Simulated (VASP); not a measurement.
# Ru (Pm-3m) in VASP: a series of runs

Ru is run at these levels: PBE; tasks: single point.

All numbers are computed with VASP 6.6.1; they aren't measurements. Logs are shortened: lines on timing, memory, paths and dates and some standing lists are left out, and cuts for length are marked.

## (1) The cell of the first run

The structure is cubic, space group Pm-3m (No. 221). The conventional cell has a = 2.407 Å, b = 2.407 Å, c = 2.407 Å, α = 90.00°, β = 90.00°, γ = 90.00°. Within 3.2 Å of Ru (site symmetry m-3m) lie 6 Ru at 2.41 Å.

## (2) Single point, PBE (volume scaled by 0.88)

The input, INCAR:

```
PREC     = Accurate       # precision mode
ENCUT    = 520            # plane-wave cutoff, eV
EDIFF    = 1E-6           # SCF threshold, eV
ISMEAR   = -1             # smearing method
SIGMA    = 0.1            # smearing width, eV
LREAL    = F              # projectors in reciprocal space
LASPH    = T              # aspherical terms in the spheres
NELM     = 80             # most SCF steps
ALGO     = Normal         # electronic algorithm
ISIF     = 2              # what is computed and relaxed
LWAVE    = F              # write WAVECAR
LCHARG   = F              # write CHGCAR
GGA      = PE             # functional
NBANDS   = 13             # bands
```

The input, KPOINTS:

```
Automatic mesh
0
Gamma
  14 14 14
```

The input, POSCAR:

```
Ru
1.0
    2.4073537005      0.0000000000      0.0000000000
    0.0000000000      2.4073537005      0.0000000000
    0.0000000000      0.0000000000      2.4073537005
Ru
1
Direct
    0.0000000000      0.0000000000      0.0000000000
```

Potentials or basis: VASP PAW PBE potentials, release 64 (Ru_pv).

Command:

```console
$ cat potpaw_PBE.64/Ru_pv/POTCAR > POTCAR
$ mpirun -np 1 vasp_std > vasp.out
```

OUTCAR:

```text
PREC = Accurate
   ENCUT = 520
   EDIFF = 1E-6
   ISMEAR = -1
   LREAL = F
   LASPH = T
   NELM = 80
   ISIF = 2
   GGA = PE

 ion  position               nearest neighbor table
   1  0.000  0.000  0.000-

  LATTYP: Found a simple cubic cell.
 ALAT       =     2.4073537005

  Lattice vectors:

 A1 = (   2.4073537005,   0.0000000000,   0.0000000000)
 A2 = (   0.0000000000,   2.4073537005,   0.0000000000)
 A3 = (   0.0000000000,   0.0000000000,   2.4073537005)

Analysis of symmetry for initial positions (statically):
=====================================================================
 Subroutine PRICEL returns:
 Original cell was already a primitive cell.

 Routine SETGRP: Setting up the symmetry group for a
 simple cubic supercell.

 Subroutine GETGRP returns: Found 48 space group operations
 (whereof 48 operations were pure point group operations)
 out of a pool of 48 trial point group operations.

The static configuration has the point symmetry O_h .

Analysis of symmetry for dynamics (positions and initial velocities):
=====================================================================
 Subroutine PRICEL returns:
 Original cell was already a primitive cell.

 Routine SETGRP: Setting up the symmetry group for a
 simple cubic supercell.

 Subroutine GETGRP returns: Found 48 space group operations
 (whereof 48 operations were pure point group operations)
 out of a pool of 48 trial point group operations.

The dynamic configuration has the point symmetry O_h .

 Subroutine INISYM returns: Found 48 space group operations
 (whereof 48 operations are pure point group operations),
 and found     1 'primitive' translations

----------------------------------------------------------------------------------------

                                     Primitive cell

  volume of cell :      13.9515

  direct lattice vectors                    reciprocal lattice vectors
     2.407353700  0.000000000  0.000000000     0.415393882  0.000000000  0.000000000
     0.000000000  2.407353700  0.000000000     0.000000000  0.415393882  0.000000000
     0.000000000  0.000000000  2.407353700     0.000000000  0.000000000  0.415393882

  length of vectors
     2.407353700  2.407353700  2.407353700     0.415393882  0.415393882  0.415393882

  position of ions in fractional coordinates (direct lattice)
     0.000000000  0.000000000  0.000000000

  ion indices of the primitive-cell ions
   primitive index   ion index
                 1           1

----------------------------------------------------------------------------------------
[... 80 lines left out ...]
   PSTRESS=    0.0 pullay stress
   NELECT =      14.0000    total number of electrons
   NUPDOWN=      -1.0000    fix difference up-down
   EMIN   =  10.00;   EMAX   =-10.00  energy-range for DOS
   EFERMI =   0.00;   METHOD = LEGACY
   ISMEAR =    -1;   SIGMA  =   0.10  broadening in eV -4-tet -1-fermi 0-gaus
   EFERMI_NEDOS =   21; number of points for ismear=-14 and -15
   IALGO  =     38    algorithm
   IMIX   =      4    mixing-type and parameters
     AMIX     =   0.40;   BMIX     =  1.00
     AMIX_MAG =   1.60;   BMIX_MAG =  1.00
  volume/ion in A,a.u.               =      13.95        94.15
  Fermi-wavevector in a.u.,A,eV,Ry     =   1.638995  3.097251 36.549389  2.686304
  Thomas-Fermi vector in A             =   2.729875
   LORBIT       =      0    0 simple, 1 ext, 2 COOP (PROOUT), +10 PAW based schemes
   GGA     = PE    functional components
   LHFCALC =     F    Hartree Fock is set to
   AEXX    =    0.0000 exact exchange contribution
   IVDW    =     0    specifies the selected vdW correction
   LEPSILON=     F    determine dielectric tensor
   LRPA    =     F    only Hartree local field effects (RPA)
 non-spin polarized calculation
  energy-cutoff  :      520.00
  volume of cell :       13.95
 maximum number of plane-waves:       389
 NGX is ok and might be reduce to    18
   NGX =  9   NGY =  9   NGZ =  9

 number of electron      14.0000006 magnetization

 Free energy of the ion-electron system (eV)
  ---------------------------------------------------
  ext. energy  EPLUGINS =         0.00000000
  ---------------------------------------------------
  free energy    TOTEN  =        -7.91721639 eV

  energy without entropy =       -7.87344853  energy(sigma->0) =       -7.89533246

 E-fermi :  12.6606     XC(G=0): -13.7793

 val. band max:       12.6587206966   @ k =   0.5000   0.2143   0.2143
 cond. band min:      12.6943682349   @ k =   0.2857   0.2143   0.0000
 fundamental gap:      0.0356475384
 Fermi energy:        12.6605702379

 k-point     1 :       0.0000    0.0000    0.0000
  band No.  band energies     occupation
      1     -29.8014      2.00000
      2     -29.8014      2.00000
      3     -29.8014      2.00000
      4       4.7803      2.00000
      5       6.3469      2.00000
      6       6.3469      2.00000
      7      14.6410      0.00000
      8      14.6410      0.00000
      9      14.6410      0.00000
     10      23.4785      0.00000
     11      30.2843      0.00000
     12      30.2843      0.00000
     13      30.2843      0.00000
[... 354 lines left out ...]
  band No.  band energies     occupation
      1     -30.9883      2.00000
      2     -30.2853      2.00000
      3     -29.6349      2.00000
      4       7.4275      2.00000
      5       8.0633      2.00000
      6      10.0457      2.00000
      7      12.1552      1.98731
      8      13.6098      0.00015
      9      13.6122      0.00015
     10      23.0235      0.00000
     11      23.4811      0.00000
     12      29.3283      0.00000
     13      32.2910      0.00000

 [... further k-points ...]

------------------------ aborting loop because EDIFF is reached ----------------------------------------

  FORCE on cell =-STRESS in cart. coord.  units (eV):
  Direction    XX          YY          ZZ          XY          YZ          ZX
  --------------------------------------------------------------------------------------
  -------------------------------------------------------------------------------------
  Total        3.3533267      3.3533267      3.3533267     -0.0000000      0.0000000     -0.0000000
  in kB      385.0939921    385.0939921    385.0939921     -0.0000000      0.0000000     -0.0000000
  external PRESSURE =     385.0939921 kB  Pullay stress =       0.0000000 kB

 VOLUME and BASIS-vectors are now :
 -----------------------------------------------------------------------------
  energy-cutoff  :      520.00
  volume of cell :       13.95
      direct lattice vectors                 reciprocal lattice vectors
     2.407353700  0.000000000  0.000000000     0.415393882  0.000000000  0.000000000
     0.000000000  2.407353700  0.000000000     0.000000000  0.415393882  0.000000000
     0.000000000  0.000000000  2.407353700     0.000000000  0.000000000  0.415393882

 POSITION                                       TOTAL-FORCE (eV/Angst)
 -----------------------------------------------------------------------------------
      0.00000      0.00000      0.00000         0.000000      0.000000      0.000000
 -----------------------------------------------------------------------------------
    total drift:                                0.000000      0.000000      0.000000

  FREE ENERGIE OF THE ION-ELECTRON SYSTEM (eV)
  ---------------------------------------------------
  free  energy   TOTEN  =        -7.9172163895 eV

  energy  without entropy=       -7.8734485343  energy(sigma->0) =       -7.89533246
```

It took 9 s on 1 thread of Intel Xeon Platinum 8488C (Sapphire Rapids), shared host; peak memory 0.13 GiB.

What came out:

* Free energy: -7.9172 eV
* Pressure: 38.5 GPa
* Band gap on the k mesh: zero (band 7 reaches 17.16 eV, above the bottom of band 8 at 11.78 eV)

Levels at points of the mesh, in eV from the Fermi level:
| k point | band 3 | band 4 | band 5 | band 6 | band 7 | band 8 | band 9 | band 10 | band 11 | band 12 |
| --- | --- | --- | --- | --- | --- | --- | --- | --- | --- | --- |
| (0.00, 0.00, 0.00) | -42.46 | -7.88 | -6.31 | -6.31 | 1.98 | 1.98 | 1.98 | 10.82 | 17.62 | 17.62 |
| (0.50, 0.00, 0.00) | -42.32 | -5.41 | -5.00 | -1.22 | -1.22 | -0.44 | 2.30 | 8.61 | 10.82 | 16.50 |
| (0.50, 0.50, 0.00) | -42.19 | -7.29 | -4.14 | -0.58 | -0.58 | 4.28 | 6.16 | 6.16 | 10.82 | 14.90 |
| (0.50, 0.50, 0.50) | -43.59 | -5.68 | -5.68 | -5.68 | 4.50 | 4.50 | 8.74 | 10.82 | 14.22 | 14.22 |

Caveat: the cell differs from its parent crystal (volume scaled by 0.88).

## (3) Single point, PBE (volume scaled by 0.92)

The input, INCAR:

```
ALGO = Normal
EDIFF = 1E-6
ENCUT = 520
GGA = PE
ISIF = 2
ISMEAR = -1
LASPH = T
LCHARG = F
LREAL = F
LWAVE = F
NBANDS = 13
NELM = 100
PREC = Accurate
SIGMA = 0.1
```

The input, KPOINTS:

```
k-points
0
Gamma
  14 14 14
```

The input, POSCAR:

```
Ru
1.0
    2.4432896508      0.0000000000      0.0000000000
    0.0000000000      2.4432896508      0.0000000000
    0.0000000000      0.0000000000      2.4432896508
Ru
1
Direct
    0.0000000000      0.0000000000      0.0000000000
```

Potentials or basis: VASP PAW PBE potentials, release 64 (Ru_pv).

Command:

```console
$ cat potpaw_PBE.64/Ru_pv/POTCAR > POTCAR
$ mpirun -np 1 vasp_std > vasp.out
```

It took 9.4 s on 1 thread of Intel Xeon Platinum 8488C (Sapphire Rapids), shared host; peak memory 0.13 GiB.

It converged, with:

```yaml
Free_energy: -8.0376 eV
Pressure: 22.7 GPa
Band_gap_on_the_k_mesh: zero (band 7 reaches 16.06 eV, above the bottom of band 8 at 11.04 eV)
```

Levels at points of the mesh, in eV from the Fermi level:
| k point | band 5 | band 6 | band 7 | band 8 | band 9 | band 10 |
| --- | --- | --- | --- | --- | --- | --- |
| (0.00, 0.00, 0.00) | -5.94 | -5.94 | 1.85 | 1.85 | 1.85 | 10.86 |
| (0.50, 0.00, 0.00) | -4.79 | -1.13 | -1.13 | -0.37 | 2.14 | 8.14 |
| (0.50, 0.50, 0.00) | -3.94 | -0.54 | -0.54 | 4.00 | 5.98 | 5.98 |
| (0.50, 0.50, 0.50) | -5.31 | -5.31 | 4.20 | 4.20 | 8.92 | 10.86 |

Caveat: the cell differs from its parent crystal (volume scaled by 0.92).

## (4) Single point, PBE (volume scaled by 0.96)

The input, INCAR:

```
PREC = Accurate
ENCUT = 520
EDIFF = 1E-6
ISMEAR = -1
SIGMA = 0.1
LREAL = F
LASPH = T
NELM = 80
ALGO = Normal
ISIF = 2
LWAVE = F
LCHARG = F
GGA = PE
NBANDS = 13
```

The input, KPOINTS:

```
Automatic mesh
0
Gamma
  14 14 14
```

The input, POSCAR:

```
Ru
1.0
    2.4781985050      0.0000000000      0.0000000000
    0.0000000000      2.4781985050      0.0000000000
    0.0000000000      0.0000000000      2.4781985050
Ru
1
Direct
    0.0000000000      0.0000000000      0.0000000000
```

Command:

```console
$ cat potpaw_PBE.64/Ru_pv/POTCAR > POTCAR
$ mpirun -np 1 vasp_std > vasp.out
```

Run time: 8.6 s. Hardware: 1 thread of Intel Xeon Platinum 8488C (Sapphire Rapids), shared host; peak memory 0.13 GiB.

It converged, with:

```
Free energy            : -8.1023 eV
Pressure               : 10.2 GPa
Band gap on the k mesh : zero (band 7 reaches 15.06 eV, above the bottom of band 8 at 10.35 eV)
```

Levels at points of the mesh, in eV from the Fermi level:
```tsv
k point	band 5	band 6	band 7	band 8	band 9	band 10
(0.00, 0.00, 0.00)	-5.60	-5.60	1.73	1.73	1.73	10.91
(0.50, 0.00, 0.00)	-4.60	-1.05	-1.05	-0.30	2.00	7.71
(0.50, 0.50, 0.00)	-3.74	-0.50	-0.50	3.74	5.82	5.82
(0.50, 0.50, 0.50)	-4.97	-4.97	3.93	3.93	9.07	10.91
```

Caveat: the cell differs from its parent crystal (volume scaled by 0.96).

## (5) Single point, PBE

This run uses another cell than the first one, of 15.85 Å³/atom, 1.136 times its volume.

The input, INCAR:

```
PREC = Accurate ; ENCUT = 520
EDIFF = 1E-7 ; ISMEAR = -1
SIGMA = 0.1 ; LREAL = F
LASPH = T ; NELM = 60
ALGO = Normal ; ISIF = 2
LWAVE = F ; LCHARG = F
GGA = PE ; NBANDS = 13
```

The input, KPOINTS:

```
regular mesh
0
Gamma
  14 14 14
```

The input, POSCAR:

```
Ru
1.0
    2.5121506488      0.0000000000      0.0000000000
    0.0000000000      2.5121506488      0.0000000000
    0.0000000000      0.0000000000      2.5121506488
Ru
1
Direct
    0.0000000000      0.0000000000      0.0000000000
```

Potentials or basis: VASP PAW PBE potentials, release 64 (Ru_pv).

Command:

```console
$ cat potpaw_PBE.64/Ru_pv/POTCAR > POTCAR
$ mpirun -np 1 vasp_std > vasp.out
```

OUTCAR:

```text
PREC = Accurate
   ENCUT = 520
   EDIFF = 1E-7
   ISMEAR = -1
   LREAL = F
   LASPH = T
   NELM = 60
   ISIF = 2
   GGA = PE

 ion  position               nearest neighbor table
   1  0.000  0.000  0.000-

  LATTYP: Found a simple cubic cell.
 ALAT       =     2.5121506488

  Lattice vectors:

 A1 = (   2.5121506488,   0.0000000000,   0.0000000000)
 A2 = (   0.0000000000,   2.5121506488,   0.0000000000)
 A3 = (   0.0000000000,   0.0000000000,   2.5121506488)

[... 560 lines left out ...]
     12      25.9870      0.00000
     13      29.3916      0.00000

 [... further k-points ...]

------------------------ aborting loop because EDIFF is reached ----------------------------------------

  FORCE on cell =-STRESS in cart. coord.  units (eV):
  Direction    XX          YY          ZZ          XY          YZ          ZX
  --------------------------------------------------------------------------------------
  -------------------------------------------------------------------------------------
  Total        0.0251066      0.0251066      0.0251066      0.0000000      0.0000000     -0.0000000
  in kB        2.5372407      2.5372407      2.5372407      0.0000000      0.0000000     -0.0000000
  external PRESSURE =       2.5372407 kB  Pullay stress =       0.0000000 kB

 VOLUME and BASIS-vectors are now :
 -----------------------------------------------------------------------------
  energy-cutoff  :      520.00
  volume of cell :       15.85
      direct lattice vectors                 reciprocal lattice vectors
     2.512150649  0.000000000  0.000000000     0.398065299  0.000000000  0.000000000
     0.000000000  2.512150649  0.000000000     0.000000000  0.398065299  0.000000000
     0.000000000  0.000000000  2.512150649     0.000000000  0.000000000  0.398065299

 POSITION                                       TOTAL-FORCE (eV/Angst)
 -----------------------------------------------------------------------------------
      0.00000      0.00000      0.00000         0.000000      0.000000      0.000000
 -----------------------------------------------------------------------------------
    total drift:                               -0.000000      0.000000      0.000000

  FREE ENERGIE OF THE ION-ELECTRON SYSTEM (eV)
  ---------------------------------------------------
  free  energy   TOTEN  =        -8.1225847810 eV

  energy  without entropy=       -8.0696234848  energy(sigma->0) =       -8.09610413
```

It took 10 s on 1 thread of Intel Xeon Platinum 8488C (Sapphire Rapids), shared host; peak memory 0.14 GiB.

What came out:

```yaml
Free_energy: -8.1226 eV
Pressure: 0.3 GPa
Band_gap_on_the_k_mesh: zero (band 7 reaches 14.15 eV, above the bottom of band 8 at 9.71 eV)
```

Levels at points of the mesh, in eV from the Fermi level:
```
           k point  band 5  band 6  band 7  band 8  band 9  band 10
(0.00, 0.00, 0.00)   -5.29   -5.29    1.62    1.62    1.62    10.96
(0.50, 0.00, 0.00)   -4.42   -0.98   -0.98   -0.22    1.87     7.33
(0.50, 0.50, 0.00)   -3.57   -0.47   -0.47    3.51    5.68     5.68
(0.50, 0.50, 0.50)   -4.67   -4.67    3.68    3.68    9.19    10.96
```

## (6) Single point, PBE (volume scaled by 1.04)

The input, INCAR:

```
SYSTEM = Ru
PREC = Accurate
ENCUT = 520
EDIFF = 1E-6
ISMEAR = -1
SIGMA = 0.1
LREAL = .False.
LASPH = .True.
NELM = 100
ALGO = Normal
ISIF = 2
LWAVE = .False.
LCHARG = .True.
GGA = PE
LELF = .True.
LVHAR = .True.
NBANDS = 13
```

The input, KPOINTS:

```
Automatic mesh
0
Gamma
  14 14 14
  0 0 0
```

The input, POSCAR:

```
Ru
1.0
    2.5452090536      0.0000000000      0.0000000000
    0.0000000000      2.5452090536      0.0000000000
    0.0000000000      0.0000000000      2.5452090536
Ru
1
Direct
    0.0000000000      0.0000000000      0.0000000000
```

Potentials or basis: VASP PAW PBE potentials, release 64 (Ru_pv).

Command:

```console
$ cat potpaw_PBE.64/Ru_pv/POTCAR > POTCAR
$ mpirun -np 1 vasp_std > vasp.out
```

Run time: 9.9 s. Hardware: 1 thread of Intel Xeon Platinum 8488C (Sapphire Rapids), shared host; peak memory 0.14 GiB.

The run converged. Its results:

| Quantity | Value |
| --- | --- |
| Free energy | -8.1077 eV |
| Pressure | -7.6 GPa |
| Band gap on the k mesh | zero (band 7 reaches 13.31 eV, above the bottom of band 8 at 9.13 eV) |

Levels at points of the mesh, in eV from the Fermi level:
```csv
k point,band 3,band 4,band 5,band 6,band 7,band 8,band 9,band 10,band 11,band 12
"(0.00, 0.00, 0.00)",-42.37,-6.87,-5.01,-5.01,1.52,1.52,1.52,11.00,16.35,16.35
"(0.50, 0.00, 0.00)",-42.28,-4.31,-4.24,-0.91,-0.91,-0.15,1.76,6.97,11.00,16.38
"(0.50, 0.50, 0.00)",-42.21,-5.67,-3.40,-0.44,-0.44,3.30,5.55,5.55,11.00,13.47
"(0.50, 0.50, 0.50)",-43.06,-4.40,-4.40,-4.40,3.46,3.46,9.30,11.00,12.19,12.19
```

Caveat: the cell differs from its parent crystal (volume scaled by 1.04).

## (7) Overview

```tsv
cell	gap on the mesh (eV)	pressure (GPa)
a = 2.407 Å, 1 atom	none	38.5
a = 2.443 Å, 1 atom	none	22.7
a = 2.478 Å, 1 atom	none	10.2
a = 2.512 Å, 1 atom	none	0.3
a = 2.545 Å, 1 atom	none	-7.6
```

Alike in all rows: task single point; level PBE; potentials or basis VASP PAW PBE potentials, release 64 (Ru_pv); no spin polarisation; k mesh 14 × 14 × 14; cutoff (eV) 520; smearing fermi-dirac 0.1 eV.

Absolute energies hang on the potentials; compare differences alone.
